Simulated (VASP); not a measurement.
A run of VASP 6.6.1:

File POSCAR:

```
GaP
1.0
    0.0000000000      2.7342341113      2.7342341113
    2.7342341113      0.0000000000      2.7342341113
    2.7342341113      2.7342341113      0.0000000000
Ga P
1 1
Direct
    0.0000000000      0.0000000000      0.0000000000
    0.7500000000      0.7500000000      0.7500000000
```

File INCAR.step1:

```
SYSTEM = GaP
  PREC = Accurate
  ENCUT = 520
  ISMEAR = 0
  SIGMA = 0.05
  LREAL = .FALSE.
  LASPH = .TRUE.
  NELM = 60
  NBANDS = 16
  GGA = PE
  ALGO = Normal
  EDIFF = 1E-4
  LWAVE = .TRUE.
  LCHARG = .FALSE.
```

File INCAR.step2:

```
SYSTEM = GaP
  PREC = Accurate
  ENCUT = 520
  EDIFF = 1E-6
  ISMEAR = 0
  SIGMA = 0.05
  LREAL = .FALSE.
  LASPH = .TRUE.
  NELM = 60
  ALGO = Normal
  ISIF = 2
  LWAVE = .FALSE.
  LCHARG = .TRUE.
  METAGGA = R2SCAN
  LMIXTAU = .TRUE.
  IVDW = 12
  VDW_S6 = 1.0
  VDW_S8 = 0.78981345
  VDW_A1 = 0.49484001
  VDW_A2 = 5.73083694
  LELF = .TRUE.
  LVHAR = .TRUE.
  NBANDS = 16
  ISTART = 1
```

KPOINTS

```
regular mesh
0
G
  8 8 8
  0 0 0
```

Potentials or basis: VASP PAW PBE potentials, release 64 (Ga_d, P).

The run is started by

```console
$ cat potpaw_PBE.64/Ga_d/POTCAR potpaw_PBE.64/P/POTCAR > POTCAR
$ cp INCAR.step1 INCAR
$ mpirun -np 1 vasp_std > vasp.out
$ cp INCAR.step2 INCAR
$ mpirun -np 1 vasp_std > vasp.out
```

Hardware: 1 thread of AMD EPYC 7R13 (shared host).

**Question.** Estimate the wall time of this run.

**Answer.** Wall time 110 s on 1 thread of AMD EPYC 7R13, with other jobs on the host, peak memory 0.16 GiB. Counts: k points 29.
